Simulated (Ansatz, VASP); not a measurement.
Two plane-wave programs on Ga3Sb

```xyz
4
Lattice="-2.4129 2.4129 3.7870 2.4129 -2.4129 3.7870 2.4129 2.4129 -3.7870" Properties=species:S:1:pos:R:3 pbc="T T T"
Ga    0.0000    2.4129    1.8935
Ga    2.4129    0.0000    1.8935
Ga    0.0000    0.0000    3.7870
Sb    0.0000    0.0000    0.0000
```

Alike in both runs: task single point; functional PBE; k mesh 16 × 16 × 16; occupations gaussian, width 0.15 eV; no spin polarisation.

```csv
,VASP,Ansatz
version,VASP 6.6.1,Ansatz 0.2.0
potentials or method,"VASP PAW PBE potentials, release 64 (Ga_d, Sb), cutoff 520 eV","scalar-relativistic, plane waves, PAW"
valence electrons in the cell,44,54
```

VASP gave:

```
gap on the k mesh at the Fermi level (eV)                     : none
pressure (GPa)                                                : -0.2
traceless stress, the component that is largest in VASP (GPa) : 0.74
```

Task: Which values does Ansatz return?

Result: gap on the k mesh at the Fermi level (eV): none; pressure (GPa): -0.2; traceless stress, the component that is largest in VASP (GPa): 0.73.

A gap of «none» marks a metal or a gap that the smearing closes. VASP's potentials hold 44 valence electrons a cell and Ansatz's 54, so a difference there can come from the potentials and not from the codes.

Neither program's run includes spin-orbit coupling.
